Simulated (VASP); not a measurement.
CuAu: single point with PBEsol

The system is CuAu.

```
Cu Au
1.0
     2.80000    0.00000    0.00000
     0.00000    2.80000    0.00000
     0.00000    0.00000    3.67000
Cu Au
1 1
Cartesian
  1.4000 1.4000 1.8350
  0.0000 0.0000 -0.3000
```

This cell differs from its parent crystal: atom 2 (Au) moved by (+0.000, -0.300) A along x and z.

```
Program                : VASP 6.6.1
Task                   : single point
Functional             : PBEsol
Potentials or basis    : VASP PAW PBE potentials, release 64 (Cu, Au)
Cutoff                 : 520 eV
k mesh                 : 18 × 18 × 14
Occupations            : gaussian, width 0.15 eV
Spin                   : no spin polarisation
Dipole correction      : no
Further INCAR settings : ALGO = Fast; EDIFF = 1e-07; NBANDS = 18
```

- Pressure: 6.7 GPa
- Largest force: 2.161 eV/Å
- Band gap on the k mesh: zero (band 11 reaches 13.68 eV, above the bottom of band 12 at 6.91 eV)

Forces in eV/Å, atoms in the order of the input:
```
Cu   0.000  0.000 -2.161
Au   0.000  0.000  2.161
```

Stress tensor (GPa, compression positive):
```
7.84 0.00 0.00
0.00 7.84 0.00
0.00 0.00 4.29
```

Levels at points of the mesh, in eV from the Fermi level:
```csv
k point,band 9,band 10,band 11,band 12,band 13,band 14
"(0.00, 0.00, 0.00)",-1.65,-1.57,-1.57,2.52,7.68,10.02
"(0.50, 0.00, 0.00)",-2.09,-2.04,-0.94,-0.20,8.36,8.81
"(0.50, 0.50, 0.00)",-1.56,-1.56,0.60,0.60,5.19,6.87
"(0.00, 0.00, 0.50)",-2.32,-2.32,-2.03,-1.85,14.00,14.00
"(0.50, 0.00, 0.50)",-1.54,-1.48,-1.08,-0.99,2.63,4.33
"(0.50, 0.50, 0.50)",-1.72,-1.72,4.92,4.92,5.36,6.11
```

Run time: 4.6 min on 1 thread of Intel(R) Xeon(R) Platinum 8259CL CPU @ 2.50GHz (Skylake/Cascade Lake), with other jobs on the host, peak memory 0.34 GiB.

Caveat: the cell differs from its parent crystal (atom 2 (Au) moved by (+0.000, -0.300) A along x and z); the PAW data sets were made with another functional, which shifts forces and pressure a little; spin-orbit coupling is left out, which moves the levels of the heavy elements.
